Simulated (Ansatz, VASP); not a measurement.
**One calculation of KZnWO4, two programs**

```
K Zn W O
1.0
     0.00000    4.34907    4.34907
     4.34907    0.00000    4.34907
     4.34907    4.34907    0.00000
K Zn W O
1 1 1 4
Direct
  0.25000 0.25000 0.25000
  0.00000 0.00000 0.00000
  0.75000 0.75000 0.75000
  0.87006 0.87006 0.38981
  0.38981 0.87006 0.87006
  0.87006 0.87006 0.87006
  0.87006 0.38981 0.87006
```

Alike in both runs: functional PBE; k mesh 4 × 4 × 4; occupations gaussian, width 0.1 eV; no spin polarisation.

Ansatz relaxed the structure, and its values are those at the end. VASP's run is a single point on that final structure, the one shown.

```csv
,VASP,Ansatz
version,VASP 6.6.1,Ansatz 0.2.0
potentials or method,"VASP PAW PBE potentials, release 64 (K_sv, Zn, W_sv, O), cutoff 520 eV","scalar-relativistic, plane waves, PAW"
valence electrons in the cell,59,59
```

VASP gave:

* gap on the k mesh at the Fermi level (eV): none
* pressure (GPa): 1.1
* rms of the force components (eV/Å): 0.108

Task: What did Ansatz give for the same quantities?

Result: gap on the k mesh at the Fermi level (eV): none; pressure (GPa): 0.2; rms of the force components (eV/Å): 0.024.

A gap of «none» marks a metal or a gap that the smearing closes. One of these differences is far larger than is usual between the two programs; its cause wasn't traced. With one functional, cell and mesh, what is left measures potentials, basis and numerics.

Neither program's run includes spin-orbit coupling.
